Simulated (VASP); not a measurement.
Runs of VASP 6.6.1 on TiAl3. The structure is that of space group I4/mmm (No. 139), or close to it. The cells are those of the table. 

| cell | further INCAR settings | gap on the mesh (eV) | pressure (GPa) |
| --- | --- | --- | --- |
| a = 4.915 Å, angles 133.9, 133.9, 67.2°, 4 atoms | ALGO = Fast; EDIFF = 1e-06; NBANDS = 18 | none | (b) |
| a = 4.922 Å, angles 135.7, 135.7, 64.4°, 4 atoms | ALGO = Fast; EDIFF = 1e-06; NBANDS = 18 | none | (a) |
| a = 5.065 Å, angles 136.6, 136.6, 63.0°, 4 atoms | ALGO = Fast; EDIFF = 1e-07; NBANDS = 18 | none | 0.4 |
| a = 5.154 Å, angles 136.6, 136.6, 63.0°, 4 atoms | ALGO = Fast; EDIFF = 1e-06; NBANDS = 18 | none | -5.1 |
| a = 5.120 Å, angles 137.5, 137.5, 61.7°, 4 atoms | ALGO = Fast; EDIFF = 1e-07; NBANDS = 18 | none | 0.7 |

Alike in all rows: task single point; level LDA; potentials or basis VASP PAW LDA potentials, release 64 (Ti_sv, Al); no spin polarisation; k mesh 16 × 16 × 16; cutoff (eV) 520; smearing gaussian 0.15 eV.

Estimate the missing entries.

(a) 7.4; (b) 0.2.

Caveats: the stress differs along the axes, from -3 to 7 GPa (at least some runs); the cell stands under pressure (at least some runs); the stress differs along the axes, from -3 to 2 GPa (at least some runs); the cell stands under tension (at least some runs); the stress differs along the axes, from -7 to 4 GPa (at least some runs).

A gap of «none» marks levels without a gap at the run's occupations.
